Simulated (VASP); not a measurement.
# Cr (Im-3m) in VASP: notebook

Runs on Cr. Level: PBE. Tasks: single point.

Everything below comes from runs of VASP 6.6.1. Logs are shortened: lines on timing, memory, paths and dates and some standing lists are left out, and cuts for length are marked.

### 1 The cell of the first run

It takes space group Im-3m (No. 229, cubic). Conventional cell: a = 2.884 Å, b = 2.884 Å, c = 2.884 Å, α = 90.00°, β = 90.00°, γ = 90.00°. Cr (site symmetry m-3m) has 14 Cr at 2.50 to 2.88 Å within 3.3 Å.

### 2 Single point, PBE, collinear spin, ferromagnetic start

The input, INCAR:

```
PREC = Accurate ; ENCUT = 500
EDIFF = 1E-6 ; ISMEAR = -1
SIGMA = 0.1 ; LREAL = False
LASPH = True ; NELM = 200
ALGO = Normal ; ISIF = 2
LWAVE = False ; LCHARG = False
ISPIN = 2 ; MAGMOM = 2.88
LORBIT = 11 ; NUPDOWN = 3.0
LMAXMIX = 4 ; GGA = PE
NBANDS = 16 ; GGA_COMPAT = False
```

The input, KPOINTS:

```
Automatic mesh
0
Gamma
  13 13 13
```

The input, POSCAR:

```
Cr
1.0
   -1.4419500000      1.4419500000      1.4419500000
    1.4419500000     -1.4419500000      1.4419500000
    1.4419500000      1.4419500000     -1.4419500000
Cr
1
Direct
    0.0000000000      0.0000000000      0.0000000000
```

Potentials or basis: VASP PAW PBE potentials, release 64 (Cr_pv).

Command:

```sh
> cat potpaw_PBE.64/Cr_pv/POTCAR > POTCAR
> mpirun -np 1 vasp_std > vasp.out
```

OUTCAR:

```text
PREC = Accurate
   ENCUT = 500
   EDIFF = 1E-6
   ISMEAR = -1
   LREAL = False
   LASPH = True
   NELM = 200
   ISIF = 2
   ISPIN = 2
   LORBIT = 11
   NUPDOWN = 3.0
   GGA = PE

 ion  position               nearest neighbor table
   1  0.000  0.000  0.000-

  LATTYP: Found a body centered cubic cell.
 ALAT       =     2.8839000000

  Lattice vectors:

 A1 = (  -1.4419500000,   1.4419500000,   1.4419500000)
 A2 = (   1.4419500000,  -1.4419500000,   1.4419500000)
 A3 = (   1.4419500000,   1.4419500000,  -1.4419500000)

Analysis of symmetry for initial positions (statically):
=====================================================================
 Subroutine PRICEL returns:
 Original cell was already a primitive cell.

 Routine SETGRP: Setting up the symmetry group for a
 body centered cubic supercell.

 Subroutine GETGRP returns: Found 48 space group operations
 (whereof 48 operations were pure point group operations)
 out of a pool of 48 trial point group operations.

The static configuration has the point symmetry O_h .

Analysis of symmetry for dynamics (positions and initial velocities):
=====================================================================
 Subroutine PRICEL returns:
 Original cell was already a primitive cell.

 Routine SETGRP: Setting up the symmetry group for a
 body centered cubic supercell.

 Subroutine GETGRP returns: Found 48 space group operations
 (whereof 48 operations were pure point group operations)
 out of a pool of 48 trial point group operations.

The dynamic configuration has the point symmetry O_h .

Analysis of structural, dynamic, and magnetic symmetry:
=====================================================================
 Subroutine PRICEL returns:
 Original cell was already a primitive cell.

 Routine SETGRP: Setting up the symmetry group for a
 body centered cubic supercell.

 Subroutine GETGRP returns: Found 48 space group operations
 (whereof 48 operations were pure point group operations)
 out of a pool of 48 trial point group operations.

The overall configuration has the point symmetry O_h .

 Subroutine INISYM returns: Found 48 space group operations
 (whereof 48 operations are pure point group operations),
 and found     1 'primitive' translations

----------------------------------------------------------------------------------------

                                     Primitive cell

  volume of cell :      11.9925

  direct lattice vectors                    reciprocal lattice vectors
    -1.441950000  1.441950000  1.441950000     0.000000000  0.346752661  0.346752661
     1.441950000 -1.441950000  1.441950000     0.346752661  0.000000000  0.346752661
     1.441950000  1.441950000 -1.441950000     0.346752661  0.346752661  0.000000000

  length of vectors
     2.497530662  2.497530662  2.497530662     0.490382316  0.490382316  0.490382316

  position of ions in fractional coordinates (direct lattice)
     0.000000000  0.000000000  0.000000000

  ion indices of the primitive-cell ions
   primitive index   ion index
                 1           1

----------------------------------------------------------------------------------------

 KPOINTS: Automatic mesh

Automatic generation of k-mesh.
 Grid dimensions read from file:
 generate k-points for:   13   13   13

 Generating k-lattice:

  Cartesian coordinates                     Fractional coordinates (reciprocal lattice)
     0.000000000  0.026673282  0.026673282     0.076923077  0.000000000  0.000000000
     0.026673282  0.000000000  0.026673282     0.000000000  0.076923077  0.000000000
     0.026673282  0.026673282  0.000000000     0.000000000  0.000000000  0.076923077

  Length of vectors
     0.037721717  0.037721717  0.037721717

  Shift w.r.t. Gamma in fractional coordinates (k-lattice)
     0.000000000  0.000000000  0.000000000

 Subroutine IBZKPT returns following result:
 ===========================================

 Found     84 irreducible k-points:

 Following reciprocal coordinates:
            Coordinates               Weight
  0.000000  0.000000  0.000000      1.000000
  0.076923  0.000000  0.000000     12.000000
  0.153846  0.000000  0.000000     12.000000
  0.230769  0.000000  0.000000     12.000000
  0.307692  0.000000  0.000000     12.000000
  0.384615  0.000000  0.000000     12.000000
[... 16 lines left out ...]
  0.153846  0.076923  0.076923     24.000000
  0.230769  0.076923  0.076923     24.000000
 [... further k-points ...]
   k-points           NKPTS =     84   k-points in BZ     NKDIM =     84   number of bands    NBANDS=     16
   number of dos      NEDOS =    301   number of ions     NIONS =      1
   total plane-waves  NPLWV =   5832
   dimension x,y,z NGX =    18 NGY =   18 NGZ =   18
   dimension x,y,z NGXF=    36 NGYF=   36 NGZF=   36
   ions per type =               1
   NGX,Y,Z   is equivalent  to a cutoff of  11.98, 11.98, 11.98 a.u.
   NGXF,Y,Z  is equivalent  to a cutoff of  23.96, 23.96, 23.96 a.u.
 SYSTEM =  unknown system
   PREC   = accura    normal or accurate (medium, high low for compatibility)
   ISTART =      0    job   : 0-new  1-cont  2-samecut
   ICHARG =      2    charge: 1-file 2-atom 10-const
   ISPIN  =      2    spin polarized calculation?
   LNONCOLLINEAR =      F non collinear calculations
   LSORBIT =      F    spin-orbit coupling
   LASPH  =      T    aspherical Exc in radial PAW
   ENCUT  =  500.0 eV  36.75 Ry    6.06 a.u.   4.55  4.55  4.55*2*pi/ulx,y,z
   NELM   =    200;   NELMIN=  2; NELMDL= -5     # of ELM steps
   EDIFF  = 0.1E-05   stopping-criterion for ELM
   LREAL  =      F    real-space projection
   EDIFFG = 0.1E-04   stopping-criterion for IOM
   NSW    =      0    number of steps for IOM
   IBRION =     -1    ionic relax: 0-MD 1-quasi-New 2-CG
   NFREE  =      0    steps in history (QN), initial steepest desc. (CG)
   ISIF   =      2    stress and relaxation
   ISYM   =      2    0-nonsym 1-usesym 2-fastsym
   POTIM  = 0.5000    time-step for ionic-motion
   TEBEG  =    0.0;   TEEND  =   0.0 temperature during run
   PSTRESS=    0.0 pullay stress
   NELECT =      12.0000    total number of electrons
   NUPDOWN=       3.0000    fix difference up-down
   EMIN   =  10.00;   EMAX   =-10.00  energy-range for DOS
   EFERMI =   0.00;   METHOD = LEGACY
   ISMEAR =    -1;   SIGMA  =   0.10  broadening in eV -4-tet -1-fermi 0-gaus
   EFERMI_NEDOS =   21; number of points for ismear=-14 and -15
   IALGO  =     38    algorithm
   IMIX   =      4    mixing-type and parameters
     AMIX     =   0.40;   BMIX     =  1.00
     AMIX_MAG =   1.60;   BMIX_MAG =  1.00
  volume/ion in A,a.u.               =      11.99        80.93
  Fermi-wavevector in a.u.,A,eV,Ry     =   1.637439  3.094310 36.480015  2.681205
  Thomas-Fermi vector in A             =   2.728578
   LORBIT       =     11    0 simple, 1 ext, 2 COOP (PROOUT), +10 PAW based schemes
   GGA     = PE    functional components
   LHFCALC =     F    Hartree Fock is set to
   AEXX    =    0.0000 exact exchange contribution
   IVDW    =     0    specifies the selected vdW correction
   LEPSILON=     F    determine dielectric tensor
   LRPA    =     F    only Hartree local field effects (RPA)
 spin polarized calculation
  energy-cutoff  :      500.00
  volume of cell :       11.99
 maximum number of plane-waves:       321
   NGX =  9   NGY =  9   NGZ =  9

 number of electron      11.9999983 magnetization       3.0000313

 Free energy of the ion-electron system (eV)
  ---------------------------------------------------
  ext. energy  EPLUGINS =         0.00000000
  ---------------------------------------------------
  free energy    TOTEN  =        -7.80619707 eV

  energy without entropy =       -7.72832449  energy(sigma->0) =       -7.76726078

 E-fermi :  10.0871     XC(G=0): -13.2888

 val. band max:       11.6791913176   @ k =   0.3077   0.2308   0.1538
 cond. band min:      10.0965410580   @ k =   0.1538   0.1538   0.1538
 fundamental gap:     -1.5826502597
 Fermi energy:        11.6812149647

 spin component 1

 k-point     1 :       0.0000    0.0000    0.0000
  band No.  band energies     occupation
      1     -32.4223      1.00000
      2     -32.4223      1.00000
      3     -32.4223      1.00000
      4       2.1554      1.00000
      5       9.2287      1.00000
      6       9.2287      1.00000
[... 8 lines left out ...]
     15      39.2385      0.00000
     16      43.2966      0.00000

 k-point     2 :       0.0769    0.0000    0.0000
  band No.  band energies     occupation
      1     -32.4729      1.00000
      2     -32.4379      1.00000
      3     -32.4226      1.00000
      4       2.4078      1.00000
      5       9.1308      1.00000
      6       9.2100      1.00000
[... 8 lines left out ...]
     15      39.6484      0.00000
     16      40.9078      0.00000
[... 387 lines left out ...]
      5       8.3807      1.00000
      6       8.4937      1.00000
[... 8 lines left out ...]
     15      40.4251      0.00000
     16      41.4352      0.00000

 k-point    24 :       0.2308    0.0769    0.0769
  band No.  band energies     occupation
      1     -33.0232      1.00000
      2     -32.6029      1.00000
      3     -32.4670      1.00000
      4       5.5989      1.00000
      5       8.0425      1.00000
      6       8.4486      1.00000
[... 8 lines left out ...]
     15      40.6821      0.00000
     16      41.5137      0.00000

 [... further k-points ...]

 spin component 2

 k-point     1 :       0.0000    0.0000    0.0000
  band No.  band energies     occupation
      1     -29.7183      1.00000
      2     -29.7183      1.00000
      3     -29.7183      1.00000
      4       3.5165      1.00000
      5      11.8042      0.00000
      6      11.8042      0.00000
[... 8 lines left out ...]
     15      40.2147      0.00000
     16      45.4163      0.00000

 k-point     2 :       0.0769    0.0000    0.0000
  band No.  band energies     occupation
      1     -29.7716      1.00000
      2     -29.7344      1.00000
      3     -29.7187      1.00000
      4       3.7708      1.00000
      5      11.6937      0.00000
      6      11.7715      0.00000
[... 8 lines left out ...]
     15      40.7411      0.00000
     16      42.9199      0.00000
[... 387 lines left out ...]
      5      10.8124      0.00071
      6      10.8538      0.00047
[... 8 lines left out ...]
     15      41.6708      0.00000
     16      43.2538      0.00000

 k-point    24 :       0.2308    0.0769    0.0769
  band No.  band energies     occupation
      1     -30.3499      1.00000
      2     -29.9058      1.00000
      3     -29.7665      1.00000
      4       7.1341      1.00000
      5      10.4416      0.02805
      6      10.6014      0.00580
[... 8 lines left out ...]
     15      42.4342      0.00000
     16      42.7922      0.00000

 [... further k-points ...]
[... 5 lines left out ...]
  --------------------------------------------------------------------------------------
  -------------------------------------------------------------------------------------
  Total        3.5960851      3.5960851      3.5960851      0.0000000      0.0000000     -0.0000000
  in kB      480.4298159    480.4298159    480.4298159      0.0000000      0.0000000     -0.0000000
  external PRESSURE =     480.4298159 kB  Pullay stress =       0.0000000 kB

 VOLUME and BASIS-vectors are now :
 -----------------------------------------------------------------------------
  energy-cutoff  :      500.00
  volume of cell :       11.99
      direct lattice vectors                 reciprocal lattice vectors
    -1.441950000  1.441950000  1.441950000     0.000000000  0.346752661  0.346752661
     1.441950000 -1.441950000  1.441950000     0.346752661  0.000000000  0.346752661
     1.441950000  1.441950000 -1.441950000     0.346752661  0.346752661  0.000000000

 POSITION                                       TOTAL-FORCE (eV/Angst)
 -----------------------------------------------------------------------------------
      0.00000      0.00000      0.00000         0.000000     -0.000000      0.000000
 -----------------------------------------------------------------------------------
    total drift:                                0.000000      0.000000      0.000000

  FREE ENERGIE OF THE ION-ELECTRON SYSTEM (eV)
  ---------------------------------------------------
  free  energy   TOTEN  =        -7.8061970736 eV

  energy  without entropy=       -7.7283244911  energy(sigma->0) =       -7.76726078

 total charge

# of ion       s       p       d       tot
------------------------------------------
    1        0.426   6.339   4.270  11.035

 magnetization (x)

# of ion       s       p       d       tot
------------------------------------------
    1        0.008   0.122   2.659   2.790
```

Run time: 13 s. Hardware: 1 thread of Intel Xeon 6975P-C (Granite Rapids), shared host; peak memory 0.14 GiB.

Results:

* Free energy: -7.8062 eV
* Pressure: 48.0 GPa
* Net moment: 3.00 μB per cell
* Site moments: Cr +2.79 μB
* Valence electrons inside the program's atomic spheres: Cr 11.04

Caveat: the cell stands under pressure; the total moment is fixed, so each spin has its own Fermi level.

### 3 Single point, PBE, collinear spin, ferromagnetic start

The input, INCAR:

```
PREC = Accurate
ENCUT = 500
EDIFF = 1E-6
ISMEAR = -1
SIGMA = 0.1
LREAL = F
LASPH = T
NELM = 200
ALGO = Normal
ISIF = 2
LWAVE = F
LCHARG = F
ISPIN = 2
MAGMOM = 3.42
LORBIT = 11
NUPDOWN = 3.6
LMAXMIX = 4
GGA = PE
NBANDS = 16
GGA_COMPAT = F
```

The input, KPOINTS:

```
regular mesh
0
Gamma
  13 13 13
```

POSCAR is that of step 2.

Potentials or basis: VASP PAW PBE potentials, release 64 (Cr_pv).

Command:

```sh
> cat potpaw_PBE.64/Cr_pv/POTCAR > POTCAR
> mpirun -np 1 vasp_std > vasp.out
```

Wall time 13 s (1 thread of Intel Xeon 6975P-C (Granite Rapids), shared host); peak memory 0.13 GiB.

The run converged. Its results:

* Free energy: -7.2919 eV
* Pressure: 67.9 GPa
* Net moment: 3.60 μB per cell
* Site moments: Cr +3.33 μB
* Valence electrons inside the program's atomic spheres: Cr 11.06

Caveat: the cell stands under pressure; the total moment is fixed, so each spin has its own Fermi level.
